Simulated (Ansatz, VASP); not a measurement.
Nb: VASP beside Ansatz

The input INCAR:

```
  PREC = Accurate
  ENCUT = 520
  EDIFF = 1E-6
  ISMEAR = -1
  SIGMA = 0.1
  LREAL = F
  LASPH = T
  NELM = 60
  ALGO = Normal
  ISIF = 2
  LWAVE = F
  LCHARG = F
  GGA = CA
  NBANDS = 12
```

Contents of KPOINTS:

```
Automatic mesh
0
Gamma
  14 14 14
```

The input POSCAR:

```
Nb
1.0
   -1.6231103068      1.6231103068      1.6231103068
    1.6231103068     -1.6231103068      1.6231103068
    1.6231103068      1.6231103068     -1.6231103068
Nb
1
Direct
    0.0000000000      0.0000000000      0.0000000000
```

Input for Ansatz:

```yaml
crystal:
  lattice:
    - [-1.6231103068, 1.6231103068, 1.6231103068]
    - [1.6231103068, -1.6231103068, 1.6231103068]
    - [1.6231103068, 1.6231103068, -1.6231103068]
  atoms:
    - { symbol: Nb, position: [0.0, 0.0, 0.0] }
hamiltonian:
  xc: lda
  pseudopotentials:
    kind: paw
    azcp:
      Nb: "pseudopotentials/Nb.paw.azcp"
basis:
  ecutwfc: 500
  fft_grid_basis: typed
kpoints:
  mp_grid: { grid: [14, 14, 14], shift: [0, 0, 0] }
magnetization:
  spin_polarized: false
scf:
  occupations: { method: fermi_dirac, width: 0.1 }
  lower_state_search: "off"
output:
  stress: true
```

Alike in both runs: task single point; functional LDA; k mesh 14 × 14 × 14; occupations fermi-dirac, width 0.1 eV; no spin polarisation.

```csv
,VASP,Ansatz
version,VASP 6.6.1,Ansatz 0.2.0
potentials or method,"VASP PAW LDA potentials, release 64 (Nb_sv), cutoff 520 eV","plane waves (500 eV) with PAW, scalar-relativistic"
valence electrons in the cell,13,13
```

Ansatz gave:

| Property | Result |
| --- | --- |
| pressure (GPa) | 0.5 |

Question: Which values does VASP return?

Answer: Pressure (GPa): 0.4.

Ansatz warns that its potentials were made for another functional, while VASP's fit it. LDA's correlation is that of Perdew and Zunger in VASP and of Perdew and Wang (1992) in Ansatz.
